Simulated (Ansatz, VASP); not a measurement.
# One calculation of NbN, two programs

```
CELL_PARAMETERS angstrom
3.07987 0.00000 0.00000
0.00000 3.07987 0.00000
0.00000 0.00000 20.35560
ATOMIC_POSITIONS crystal
Nb 0.25000 0.25000 0.39870
Nb 0.75000 0.75000 0.50000
Nb 0.25000 0.25000 0.60130
N 0.75000 0.75000 0.38804
N 0.25000 0.25000 0.50000
N 0.75000 0.75000 0.61196
```

Alike in both runs: functional LDA; k mesh 11 × 11 × 1; occupations fermi-dirac, width 0.05 eV; no spin polarisation.

Ansatz relaxed the structure, and its values are those at the end. VASP's run is a single point on that final structure, the one shown.

```csv
,VASP,Ansatz
version,VASP 6.6.1,Ansatz 0.2.0
potentials or method,"VASP PAW LDA potentials, release 64 (Nb_sv, N)","PAW with Ansatz's default frozen-core files, scalar-relativistic"
plane-wave cutoff (eV),520,420
valence electrons in the cell,54,54
```

```csv
,VASP,Ansatz,Ansatz less VASP
rms of the force components (eV/Å),0.003,0.003,-0.0007
```

LDA's correlation is that of Perdew and Zunger in VASP and of Perdew and Wang (1992) in Ansatz. Ansatz's warnings: stress scf threshold loose.
